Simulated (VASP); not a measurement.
# TbSbO4 (P4/mmm) in VASP: relaxation of cell and atoms with PBE

Aim: the relaxation of cell and atoms of TbSbO4 with PBE.

All numbers are computed with VASP 6.6.1; they aren't measurements. Logs are shortened: lines on timing, memory, paths and dates and some standing lists are left out, and cuts for length are marked.

## Step 1: The cell of the first run

It takes space group P4/mmm (No. 123, tetragonal). Conventional cell: a = 3.680 Å, b = 3.680 Å, c = 5.378 Å, α = 90.00°, β = 90.00°, γ = 90.00°. Tb (site symmetry 4/mmm) has 8 O at 2.35 Å within 3.1 Å. Sb (site symmetry 4/mmm) has 8 O at 2.21 Å within 2.9 Å. O (site symmetry 2mm) has 2 Sb at 2.21 Å and 2 Tb at 2.35 Å and 6 O at 2.47 to 2.91 Å within 3.0 Å.

The cell was built from a structure type or drawn by symmetry, and may not be a known phase.

## Step 2: Relaxation of cell and atoms, PBE

Contents of INCAR:

```
PREC = Accurate
ENCUT = 600
EDIFF = 1E-7
ISMEAR = 0
SIGMA = 0.1
LREAL = F
LASPH = T
NELM = 200
ALGO = Normal
ISIF = 3
LWAVE = F
LCHARG = F
GGA = PE
IBRION = 2
NSW = 100
EDIFFG = -0.01
GGA_COMPAT = F
NELMIN = 4
LMAXMIX = 6
```

Contents of KPOINTS:

```
regular mesh
0
Gamma
  10 10 8
```

Contents of POSCAR:

```
TbSbO4
1.0
    3.6796556124      0.0000000000      0.0000000000
    0.0000000000      3.6796556124      0.0000000000
    0.0000000000      0.0000000000      5.3781133176
Tb Sb O
1 1 4
Direct
    0.5000000000      0.5000000000      0.5000000000
    0.0000000000      0.0000000000      0.0000000000
    0.5000000000      0.0000000000      0.7707553992
    0.0000000000      0.5000000000      0.2292446008
    0.5000000000      0.0000000000      0.2292446008
    0.0000000000      0.5000000000      0.7707553992
```

Potentials or basis: VASP PAW PBE potentials, release 64 (Tb_3, Sb, O), 4f in core.

Launch:

```console
$ cat potpaw_PBE.64/Tb_3/POTCAR potpaw_PBE.64/Sb/POTCAR potpaw_PBE.64/O/POTCAR > POTCAR
$ mpirun -np 1 vasp_std > vasp.out
```

OUTCAR:

```text
PREC = Accurate
   ENCUT = 600
   EDIFF = 1E-7
   ISMEAR = 0
   LREAL = F
   LASPH = T
   NELM = 200
   ISIF = 3
   GGA = PE
   IBRION = 2
   NSW = 100
   EDIFFG = -0.01
   NELMIN = 4

 ion  position               nearest neighbor table
   1  0.500  0.500  0.500-   3 2.35   4 2.35   5 2.35   6 2.35   3 2.35   5 2.35   4 2.35   6 2.35
                             2 3.74   2 3.74   2 3.74   2 3.74   2 3.74   2 3.74   2 3.74   2 3.74
   2  0.000  0.000  0.000-   3 2.21   4 2.21   5 2.21   6 2.21   4 2.21   6 2.21   3 2.21   5 2.21
                             1 3.74   1 3.74   1 3.74   1 3.74   1 3.74   1 3.74   1 3.74   1 3.74
   3  0.500  0.000  0.771-   2 2.21   2 2.21   1 2.35   1 2.35
   4  0.000  0.500  0.229-   2 2.21   2 2.21   1 2.35   1 2.35
   5  0.500  0.000  0.229-   2 2.21   2 2.21   1 2.35   1 2.35
   6  0.000  0.500  0.771-   2 2.21   2 2.21   1 2.35   1 2.35

  LATTYP: Found a simple tetragonal cell.
 ALAT       =     3.6796556124
 C/A-ratio  =     1.4615806163

  Lattice vectors:

 A1 = (   3.6796556124,   0.0000000000,   0.0000000000)
 A2 = (   0.0000000000,   3.6796556124,   0.0000000000)
 A3 = (   0.0000000000,   0.0000000000,   5.3781133176)

Analysis of symmetry for initial positions (statically):
=====================================================================
 Subroutine PRICEL returns:
 Original cell was already a primitive cell.

 Routine SETGRP: Setting up the symmetry group for a
 simple tetragonal supercell.

 Subroutine GETGRP returns: Found 16 space group operations
 (whereof 16 operations were pure point group operations)
 out of a pool of 16 trial point group operations.

The static configuration has the point symmetry D_4h.

Analysis of symmetry for dynamics (positions and initial velocities):
=====================================================================
 Subroutine PRICEL returns:
 Original cell was already a primitive cell.

 Routine SETGRP: Setting up the symmetry group for a
 simple tetragonal supercell.

 Subroutine GETGRP returns: Found 16 space group operations
 (whereof 16 operations were pure point group operations)
 out of a pool of 16 trial point group operations.

The dynamic configuration has the point symmetry D_4h.

 Subroutine INISYM returns: Found 16 space group operations
 (whereof 16 operations are pure point group operations),
 and found     1 'primitive' translations

----------------------------------------------------------------------------------------

                                     Primitive cell
[... 104 lines left out ...]
   NFREE  =      1    steps in history (QN), initial steepest desc. (CG)
   ISIF   =      3    stress and relaxation
   ISYM   =      2    0-nonsym 1-usesym 2-fastsym
   POTIM  = 0.5000    time-step for ionic-motion
   TEBEG  =    0.0;   TEEND  =   0.0 temperature during run
   PSTRESS=    0.0 pullay stress
   NELECT =      38.0000    total number of electrons
   NUPDOWN=      -1.0000    fix difference up-down
   EMIN   =  10.00;   EMAX   =-10.00  energy-range for DOS
   EFERMI =   0.00;   METHOD = LEGACY
   ISMEAR =     0;   SIGMA  =   0.10  broadening in eV -4-tet -1-fermi 0-gaus
   EFERMI_NEDOS =   21; number of points for ismear=-14 and -15
   IALGO  =     38    algorithm
   IMIX   =      4    mixing-type and parameters
     AMIX     =   0.40;   BMIX     =  1.00
     AMIX_MAG =   1.60;   BMIX_MAG =  1.00
  volume/ion in A,a.u.               =      12.14        81.90
  Fermi-wavevector in a.u.,A,eV,Ry     =   1.318018  2.490692 23.635644  1.737171
  Thomas-Fermi vector in A             =   2.448018
   LORBIT       =      0    0 simple, 1 ext, 2 COOP (PROOUT), +10 PAW based schemes
   GGA     = PE    functional components
   LHFCALC =     F    Hartree Fock is set to
   AEXX    =    0.0000 exact exchange contribution
   IVDW    =     0    specifies the selected vdW correction
   LEPSILON=     F    determine dielectric tensor
   LRPA    =     F    only Hartree local field effects (RPA)
 conjugate gradient relaxation of ions
 non-spin polarized calculation
 Gauss-broadening in eV      SIGMA  =   0.10
  energy-cutoff  :      600.00
  volume of cell :       72.82
 maximum number of plane-waves:      2461
 NGX is ok and might be reduce to    30
   NGX = 15   NGY = 15   NGZ = 21

--------------------------------------- Ionic step        1  -------------------------------------------

 number of electron      37.9999980 magnetization

 Free energy of the ion-electron system (eV)
  ---------------------------------------------------
  ext. energy  EPLUGINS =         0.00000000
  ---------------------------------------------------
  free energy    TOTEN  =       -41.00875058 eV

  energy without entropy =      -41.00587370  energy(sigma->0) =      -41.00731214

------------------------ aborting loop because EDIFF is reached ----------------------------------------

  FORCE on cell =-STRESS in cart. coord.  units (eV):
  Direction    XX          YY          ZZ          XY          YZ          ZX
  --------------------------------------------------------------------------------------
  -------------------------------------------------------------------------------------
  Total       -0.3214675     -0.3214675     -0.2367200      0.0000000      0.0000000     -0.0000000
  in kB       -7.0729962     -7.0729962     -5.2083627      0.0000000      0.0000000     -0.0000000
  external PRESSURE =      -6.4514517 kB  Pullay stress =       0.0000000 kB
[... 107 lines left out ...]
--------------------------------------- Ionic step        4  -------------------------------------------

 number of electron      37.9999980 magnetization

 Free energy of the ion-electron system (eV)
  ---------------------------------------------------
  ext. energy  EPLUGINS =         0.00000000
  ---------------------------------------------------
  free energy    TOTEN  =       -41.00988394 eV

  energy without entropy =      -41.00707329  energy(sigma->0) =      -41.00847861

 E-fermi :   5.2256     XC(G=0): -11.2631

 val. band max:        5.2212283048   @ k =   0.4000   0.4000   0.0000
 cond. band min:       5.2319117068   @ k =   0.5000   0.5000   0.3750
 fundamental gap:      0.0106834020
 Fermi energy:         5.2255959113

 k-point     1 :       0.0000    0.0000    0.0000
  band No.  band energies     occupation
      1     -15.6033      2.00000
      2     -14.7866      2.00000
      3     -14.7866      2.00000
      4     -13.8406      2.00000
      5     -11.2840      2.00000
      6     -11.0555      2.00000
[... 613 lines left out ...]
     22      11.0513      0.00000
     23      11.3887      0.00000

 [... further k-points ...]
[... 5 lines left out ...]
  --------------------------------------------------------------------------------------
  -------------------------------------------------------------------------------------
  Total       -0.0100873     -0.0100873      0.0334071      0.0000000      0.0000000     -0.0000000
  in kB       -0.2228361     -0.2228361      0.7379900      0.0000000      0.0000000     -0.0000000
  external PRESSURE =       0.0974392 kB  Pullay stress =       0.0000000 kB
[... 21 lines left out ...]
  FREE ENERGIE OF THE ION-ELECTRON SYSTEM (eV)
  ---------------------------------------------------
  free  energy   TOTEN  =       -41.0098839416 eV

  energy  without entropy=      -41.0070732884  energy(sigma->0) =      -41.00847861

 reached required accuracy - stopping structural energy minimisation
```

OSZICAR:

```text
N       E                     dE             d eps       ncg     rms          rms(c)
DAV:   1     0.330932176007E+03    0.33093E+03   -0.20692E+04  4830   0.175E+03
DAV:   2    -0.203134296235E+02   -0.35125E+03   -0.34400E+03  6403   0.426E+02
DAV:   3    -0.478516264355E+02   -0.27538E+02   -0.27178E+02  5775   0.116E+02
[... 37 lines left out ...]
DAV:   3    -0.410098892073E+02    0.37705E-04   -0.81111E-05  6118   0.727E-02    0.354E-02
DAV:   4    -0.410098847227E+02    0.44847E-05   -0.18402E-05  5761   0.336E-02    0.108E-02
DAV:   5    -0.410098841695E+02    0.55320E-06   -0.15651E-06  6271   0.935E-03    0.305E-03
DAV:   6    -0.410098840270E+02    0.14243E-06   -0.10168E-07  3864   0.277E-03    0.164E-03
DAV:   7    -0.410098839416E+02    0.85420E-07   -0.63179E-08  3465   0.208E-03
   4 F= -.41009884E+02 E0= -.41008479E+02  d E =-.166556E-03
```

CONTCAR:

```text
TbSbO4
   1.00000000000000
     3.6728065766310092    0.0000000000000000   -0.0000000000000000
     0.0000000000000000    3.6728065766310092    0.0000000000000000
     0.0000000000000000    0.0000000000000000    5.3765462010467155
  Tb              Sb              O
     1     1     4
Direct
     0.5000000000000000    0.5000000000000000    0.5000000000000000
     0.0000000000000000    0.0000000000000000    0.0000000000000000
     0.5000000000000000    0.0000000000000000    0.7714328764161726
     0.0000000000000000    0.5000000000000000    0.2285671235838273
     0.5000000000000000    0.0000000000000000    0.2285671235838273
     1.0000000000000000    0.5000000000000000    0.7714328764161726

  0.00000000E+00  0.00000000E+00  0.00000000E+00
  0.00000000E+00  0.00000000E+00  0.00000000E+00
  0.00000000E+00  0.00000000E+00  0.00000000E+00
  0.00000000E+00  0.00000000E+00  0.00000000E+00
  0.00000000E+00  0.00000000E+00  0.00000000E+00
  0.00000000E+00  0.00000000E+00  0.00000000E+00
```

Wall time 4.3 min (1 thread of Intel Xeon 6975P-C (Granite Rapids), shared host); peak memory 0.36 GiB.

Results:

```
Free energy                           : -41.0099 eV
Relaxed volume                        : 12.09 Å³/atom
Relaxed cell                          : a = 3.673 Å, b = 3.673 Å, c = 5.377 Å, α = 90.00°, β = 90.00°, γ = 90.00°
Space group after relaxing (to 0.1 Å) : P4/mmm (No. 123)
Energy gained by relaxing             : 0.2 meV/atom
Ionic steps                           : 4
Pressure after relaxing               : 0.0 GPa
Band gap on the k mesh                : zero (bands 19 and 20 overlap by 0.74 eV)
```

Step by step:
```
step  energy change (eV)  largest force (eV/Å)  pressure (GPa)  volume (Å³)
   1              0.0000                0.0672           -0.65        72.82
   2             -0.0007                0.0049            0.55        72.31
   3             -0.0010                0.0270            0.13        72.48
   4             -0.0011                0.0007            0.01        72.53
```

Final structure:
```
Tb Sb O
1.0
     3.67281    0.00000    0.00000
     0.00000    3.67281    0.00000
     0.00000    0.00000    5.37655
Tb Sb O
1 1 4
Direct
  0.50000 0.50000 0.50000
  0.00000 0.00000 0.00000
  0.50000 0.00000 0.77143
  0.00000 0.50000 0.22857
  0.50000 0.00000 0.22857
  0.00000 0.50000 0.77143
```

Caveat: spin-orbit coupling is left out, which moves the levels of the heavy elements; the 4f electrons are frozen in the core, so they carry no moment and show no levels; the run has no spin polarisation, though such a crystal can be magnetic. Spin polarisation is off, so any magnetic state and its effect on volume and gap are missing.
